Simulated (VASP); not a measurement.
Wanted: the native input for a VASP 6.6.1 run.

```
Task                   : relaxation of the atoms
Functional             : PBE
Potentials or basis    : VASP PAW PBE potentials, release 64 (W_sv)
Cutoff                 : 450 eV
k mesh                 : 11 × 11 × 1
Occupations            : fermi-dirac, width 0.08 eV
Spin                   : no spin polarisation
Dipole correction      : yes
Further INCAR settings : ALGO = Normal; EDIFF = 1e-07; NELMDL = -8; IBRION = 2; EDIFFG = -0.01; NSW = 60
```

The structure of W lies in POSCAR:

```
W
1.0
    3.1834185691      0.0000000000      0.0000000000
    0.0000000000      3.1834185691      0.0000000000
    0.0000000000      0.0000000000     23.9585000000
W
6
Direct
    0.2500000000      0.2500000000      0.3339097518
    0.7500000000      0.7500000000      0.4003458511
    0.2500000000      0.2500000000      0.4667819504
    0.7500000000      0.7500000000      0.5332180496
    0.2500000000      0.2500000000      0.5996541489
    0.7500000000      0.7500000000      0.6660902482
```

One way to write it, as run:

INCAR

```
SYSTEM = W
PREC = Accurate
ENCUT = 450
EDIFF = 1E-7
ISMEAR = -1
SIGMA = 0.08
LREAL = .False.
LASPH = .True.
NELM = 120
ALGO = Normal
ISIF = 2
LWAVE = .False.
LCHARG = .False.
LDIPOL = .True.
IDIPOL = 3
DIPOL = 0.5 0.5 0.500
GGA = PE
IBRION = 2
NSW = 60
EDIFFG = -0.01
GGA_COMPAT = .False.
NELMIN = 4
NELMDL = -8
KPAR = 4
```

KPOINTS

```
Automatic mesh
0
Gamma
  11 11 1
  0 0 0
```

Potentials or basis: VASP PAW PBE potentials, release 64 (W_sv).

The run is started by

```sh
$ cat potpaw_PBE.64/W_sv/POTCAR > POTCAR
$ mpirun -np 4 vasp_std > vasp.out
```

It gave:

The energy gained by relaxing is 58.7 meV/atom, the ionic steps are 9 and the largest force after relaxing is 0.007 eV/Å. The band gap on the k mesh is zero (bands 42 and 43 overlap by 1.81 eV).

Caveat: spin-orbit coupling is left out, which moves the levels of the heavy elements.

It took 6.1 min on 4 MPI ranks on Intel(R) Xeon(R) Platinum 8488C (Sapphire Rapids), with other jobs on the host, peak memory 0.39 GiB a rank.
